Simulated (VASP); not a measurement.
## NbP: single point with RPBE+D4

NbP:

```
Nb P
1.0
    -1.66080    1.66080    5.62780
     1.66080   -1.66080    5.62780
     1.66080    1.66080   -5.62780
Nb P
2 2
Cartesian
  1.6608 0.0000 2.8171
  0.0000 0.0000 5.6310
  0.0000 1.6608 3.7407
  0.0000 0.0000 0.9268
```

```
Program             : VASP 6.6.1
Task                : single point
Functional          : RPBE
Dispersion          : D4
Potentials or basis : VASP PAW PBE potentials, release 64 (Nb_sv, P)
Cutoff              : 520 eV
k mesh              : 11 × 11 × 11
Occupations         : fermi-dirac, width 0.05 eV
Spin                : no spin polarisation
```

- Pressure: -0.6 GPa
- Largest force: 0.004 eV/Å
- Band gap on the k mesh: 0.07 eV (least direct gap 0.10 eV)
- Dispersion energy per atom: -0.854 eV

Forces in eV/Å, atoms in the order of the input:
```
Nb   0.000  0.000 -0.004
Nb   0.000  0.000 -0.004
P    0.000  0.000  0.004
P    0.000  0.000  0.004
```

Levels at points of the mesh, in eV from the valence-band top:
```csv
k point,band 16,band 17,band 18,band 19,band 20,band 21
"(0.00, 0.00, 0.00)",-1.69,-1.35,-1.35,0.83,1.68,2.85
```

Run time: 6 min on 1 thread of AMD EPYC 9R45 96-Core Processor (Zen 5), with other jobs on the host, peak memory 0.4 GiB.

Caveat: the PAW data sets were made with another functional, which shifts forces and pressure a little; an odd mesh through Γ misses points on the zone boundary, where band edges can lie.
